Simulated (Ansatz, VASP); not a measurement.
SnO2 in VASP and in Ansatz

```
Sn O
1.0
     1.61709    0.93363    4.80059
    -1.61709    0.93363    4.80059
     0.00000   -1.86726    4.80059
Sn O
1 2
Direct
  0.50000 0.50000 0.50000
  0.76283 0.76283 0.76283
  0.23717 0.23717 0.23717
```

Alike in both runs: task relaxation of cell and atoms; functional revPBE; k mesh 10 × 10 × 10; occupations fermi-dirac, width 0.05 eV; no spin polarisation.

|  | VASP | Ansatz |
| --- | --- | --- |
| version | VASP 6.6.1 | Ansatz 0.2.0 |
| potentials or method | VASP PAW PBE potentials, release 64 (Sn_d, O) | Ansatz PAW |
| plane-wave cutoff (eV) | 600 | 420 |
| valence electrons in the cell | 26 | 26 |

Ansatz gave:

```
gap on the k mesh at the Fermi level, each at its own relaxed structure (eV) : 2.42
relaxed volume (Å³/atom)                                                     : 18.42
relaxed length of the cell vector where the two differ most in proportion (Å)              : 6.351
```

Task: What did VASP give for the same quantities?

Result: gap on the k mesh at the Fermi level, each at its own relaxed structure (eV): 2.22; relaxed volume (Å³/atom): 16.65; relaxed length of the cell vector where the two differ most in proportion (Å): 5.778.

VASP's potentials were made for PBE, not for revPBE. One of these differences is far larger than is usual between the two programs; its cause wasn't traced.

Noted on Ansatz's run: the volume moved by over 15 % at a fixed basis, so the end points are rough; the plane-wave basis is chosen anew once the cell has moved, so the energies of steps on either side of that aren't comparable.
